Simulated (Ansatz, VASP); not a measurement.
## ZrGa2Se2: VASP beside Ansatz

```xyz
5
Lattice="3.6780 0.0000 0.0000 -1.8390 3.1852 0.0000 0.0000 0.0000 10.0733" Properties=species:S:1:pos:R:3 pbc="T T T"
Zr    0.0000    0.0000    0.0000
Ga    0.0000    2.1235    5.9416
Ga    1.8390    1.0617    4.1317
Se    1.8390    1.0617    8.3890
Se    0.0000    2.1235    1.6843
```

Change from the starting cell: species swapped into the SrCd2P2 type (P-3m1, No. 164).

Alike in both runs: functional PBE; k mesh 12 × 12 × 4; occupations gaussian, width 0.1 eV; no spin polarisation.

Ansatz relaxed the structure, and its values are those at the end. VASP's run is a single point on that final structure, the one shown.

|  | VASP | Ansatz |
| --- | --- | --- |
| version | VASP 6.6.1 | Ansatz 0.2.0 |
| potentials or method | VASP PAW PBE potentials, release 64 (Zr_sv, Ga_d, Se), cutoff 520 eV | scalar-relativistic, plane waves, PAW |
| valence electrons in the cell | 50 | 70 |

Ansatz gave:

* gap on the k mesh at the Fermi level (eV): none
* pressure (GPa): 0.0
* rms of the force components (eV/Å): 0.001

Question: What did VASP give for the same quantities?

Answer: gap on the k mesh at the Fermi level (eV): none; pressure (GPa): 0.1; rms of the force components (eV/Å): 0.005.

A gap of «none» marks a metal or a gap that the smearing closes. VASP's potentials hold 50 valence electrons a cell and Ansatz's 70, so a difference there can come from the potentials and not from the codes.
